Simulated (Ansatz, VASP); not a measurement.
One calculation of SrO, two programs

File INCAR:

```
ALGO = Normal
EDIFF = 1E-8
ENCUT = 520
GGA = PE
ISIF = 2
ISMEAR = -1
LASPH = T
LCHARG = F
LEFG = T
LREAL = F
LWAVE = F
NBANDS = 15
NELM = 100
PREC = Accurate
SIGMA = 0.02
```

File KPOINTS:

```
k-points
0
Gamma
  8 8 8
```

POSCAR

```
SrO
1.0
    0.0000000000      2.5525525005      2.5525525005
    2.5525525005      0.0000000000      2.5525525005
    2.5525525005      2.5525525005      0.0000000000
Sr O
1 1
Direct
    0.0000000000      0.0000000000      0.0000000000
    0.5000000000      0.5000000000      0.5000000000
```

Input for Ansatz:

```yaml
crystal:
  lattice:
    - [0.0, 2.5525525005, 2.5525525005]
    - [2.5525525005, 0.0, 2.5525525005]
    - [2.5525525005, 2.5525525005, 0.0]
  atoms:
    - { symbol: Sr, position: [0.0, 0.0, 0.0] }
    - { symbol: O, position: [0.5, 0.5, 0.5] }
kpoints:
  mp_grid: { grid: [8, 8, 8] }
scf:
  occupations: { method: fermi_dirac, width: 0.02 }
hamiltonian:
  xc: pbe
  pseudopotentials: { kind: paw }
output:
  forces: true
  stress: true
  eigenvalues: true
  efg: { contact_densities: true }
  write_density: true
  write_potential: true
  elf: true
  volumetric_format: npy
```

Change from the starting cell: volume scaled by 0.98, PAW files.

Alike in both runs: task electric field gradients; functional PBE; k mesh 8 × 8 × 8; occupations fermi-dirac, width 0.02 eV; no spin polarisation.

```csv
,VASP,Ansatz
version,VASP 6.6.1,Ansatz 0.2.0
potentials or method,"VASP PAW PBE potentials, release 64 (Sr_sv, O)","PAW with Ansatz's default frozen-core files, scalar-relativistic"
plane-wave cutoff (eV),520,420
valence electrons in the cell,16,16
```

```csv
,VASP,Ansatz,Ansatz less VASP
gap on the k mesh at the Fermi level (eV),3.25,3.30,+0.051
pressure (GPa),5.6,5.0,-0.64
```
